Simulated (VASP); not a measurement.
**C: single point with PBEsol**

The system is C, a slab with vacuum.

```
CELL_PARAMETERS angstrom
2.51292 0.00000 0.00000
0.00000 3.55381 0.00000
0.00000 0.00000 18.51290
ATOMIC_POSITIONS crystal
C 0.75000 0.09787 0.43919
C 0.25000 0.90213 0.43919
C 0.25000 0.60994 0.50000
C 0.75000 0.39006 0.50000
C 0.75000 0.09787 0.56081
C 0.25000 0.90213 0.56081
```

- Program: VASP 6.6.1
- Task: single point
- Functional: PBEsol
- Potentials or basis: VASP PAW PBE potentials, release 64 (C)
- Cutoff: 520 eV
- k mesh: 10 × 7 × 1
- Occupations: fermi-dirac, width 0.02 eV
- Spin: no spin polarisation
- Dipole correction: no
- Further INCAR settings: ALGO = Normal; EDIFF = 1e-07; NBANDS = 21

| Property | Result |
| --- | --- |
| Largest force | 0.047 eV/Å |
| Band gap on the k mesh | zero (band 12 reaches -2.02 eV, above the bottom of band 13 at -2.92 eV) |

Forces in eV/Å, atoms in the order of the input:
```
C    0.000  0.028 -0.038
C    0.000 -0.028 -0.038
C    0.000 -0.015  0.000
C    0.000  0.015  0.000
C    0.000  0.028  0.038
C    0.000 -0.028  0.038
```

Levels at points of the mesh, in eV from the Fermi level:
```csv
k point,band 10,band 11,band 12,band 13,band 14,band 15
"(0.00, 0.00, 0.00)",-2.24,-2.16,0.67,0.88,5.19,5.30
"(0.50, 0.00, 0.00)",-5.03,-1.73,-1.73,1.32,1.32,6.63
```

Run time: 2.5 min on 1 thread of AMD EPYC 7R13, on a shared host, peak memory 0.24 GiB.

Caveat: the PAW data sets were made with another functional, which shifts forces and pressure a little.
